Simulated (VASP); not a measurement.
Wanted: the native input for a VASP 6.6.1 run.

| Quantity | Value |
| --- | --- |
| Task | single point |
| Functional | PBE |
| Potentials or basis | VASP PAW PBE potentials, release 64 (Sb) |
| Cutoff | 520 eV |
| k mesh | 14 × 14 × 14 |
| Occupations | fermi-dirac, width 0.08 eV |
| Spin | no spin polarisation |
| Dipole correction | no |
| Further INCAR settings | ALGO = Normal; EDIFF = 1e-06; NBANDS = 8 |

The structure of Sb lies in POSCAR:

```
Sb
1.0
   -1.8930975138      1.8930975138      1.8930975138
    1.8930975138     -1.8930975138      1.8930975138
    1.8930975138      1.8930975138     -1.8930975138
Sb
1
Direct
    0.0000000000      0.0000000000      0.0000000000
```

This isn't the form of Sb at room conditions, which is rhombohedral.

One way to write it, as run:

INCAR

```
SYSTEM = Sb
ALGO     = Normal         ! electronic algorithm
EDIFF    = 1E-6           ! SCF threshold, eV
ENCUT    = 520            ! plane-wave cutoff, eV
GGA      = PE             ! functional
ISIF     = 2              ! what is computed and relaxed
ISMEAR   = -1             ! smearing method
LASPH    = .True.         ! aspherical terms in the spheres
LCHARG   = .False.        ! write CHGCAR
LREAL    = .False.        ! projectors in reciprocal space
LWAVE    = .False.        ! write WAVECAR
NBANDS   = 8              ! bands
NELM     = 80             ! most SCF steps
PREC     = Accurate       ! precision mode
SIGMA    = 0.08           ! smearing width, eV
```

KPOINTS

```
k-points
0
Gamma
  14 14 14
  0 0 0
```

Potentials or basis: VASP PAW PBE potentials, release 64 (Sb).

The run is started by

```console
$ cat potpaw_PBE.64/Sb/POTCAR > POTCAR
$ mpirun -np 1 vasp_std > vasp.out
```

It gave:

```json
{"Pressure": "0.0 GPa", "Band gap on the k mesh": "zero (an odd number of electrons rules out a gap without spin polarisation)"}
```

Caveat: spin-orbit coupling is left out, which moves the levels of the heavy elements.

It took 21 s on 1 thread of AMD EPYC 7R13 (shared host), peak memory 0.12 GiB.
